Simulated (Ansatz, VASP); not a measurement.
**Two plane-wave programs on Rh**

```xyz
1
Lattice="0.0000 1.9156 1.9156 1.9156 0.0000 1.9156 1.9156 1.9156 0.0000" Properties=species:S:1:pos:R:3 pbc="T T T"
Rh    0.0000    0.0000    0.0000
```

Alike in both runs: functional PBE; k mesh 18 × 18 × 18; occupations fermi-dirac, width 0.05 eV; non-collinear spin, spin-orbit coupling.

Ansatz relaxed the structure, and its values are those at the end. VASP's run is a single point on that final structure, the one shown.

|  | VASP | Ansatz |
| --- | --- | --- |
| version | VASP 6.6.1 | Ansatz 0.2.0 |
| potentials or method | VASP PAW PBE potentials, release 64 (Rh_pv) | PAW with Ansatz's default frozen-core files, fully relativistic files with spin-orbit coupling |
| plane-wave cutoff (eV) | 520 | 420 |
| valence electrons in the cell | 15 | 17 |

```csv
,VASP,Ansatz,Ansatz less VASP
pressure (GPa),0.2,0.0,-0.16
```

VASP's potentials hold 15 valence electrons a cell and Ansatz's 17, so a difference there can come from the potentials and not from the codes.
